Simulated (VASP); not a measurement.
A run of VASP 6.6.1 is set up as follows.

Contents of INCAR:

```
SYSTEM = TlZnBr3
ALGO = Normal ; EDIFF = 1E-7
ENCUT = 520 ; GGA = PE
ISIF = 2 ; ISMEAR = 0
LASPH = .TRUE. ; LCHARG = .FALSE.
LREAL = .FALSE. ; LWAVE = .FALSE.
NBANDS = 31 ; NELM = 100
PREC = Accurate ; SIGMA = 0.01
```

The input KPOINTS:

```
k-points
0
G
  4 4 4
  0 0 0
```

File POSCAR:

```
TlZnBr3
1.0
    5.3725816014      0.0000000000      0.0000000000
    0.0000000000      5.3725816014      0.0000000000
    0.0000000000      0.0000000000      5.3725816014
Tl Zn Br
1 1 3
Direct
    0.0000000000      0.0000000000      0.0000000000
    0.5000000000      0.5000000000      0.5000000000
    0.5000000000      0.5000000000      0.0000000000
    0.5000000000      0.0000000000      0.5000000000
    0.0000000000      0.5000000000      0.5000000000
```

Potentials or basis: VASP PAW PBE potentials, release 64 (Tl_d, Zn, Br).

The run is started by

```sh
$ cat potpaw_PBE.64/Tl_d/POTCAR potpaw_PBE.64/Zn/POTCAR potpaw_PBE.64/Br/POTCAR > POTCAR
$ mpirun -np 1 vasp_std > vasp.out
```

(1) Predict the pressure.

(2) Predict the band gap on the k mesh.

Answers

(1) -1.5 GPa.

(2) 0.07 eV, indirect (least direct gap 0.67 eV).

Caveat: spin-orbit coupling is left out, which moves the levels of the heavy elements.
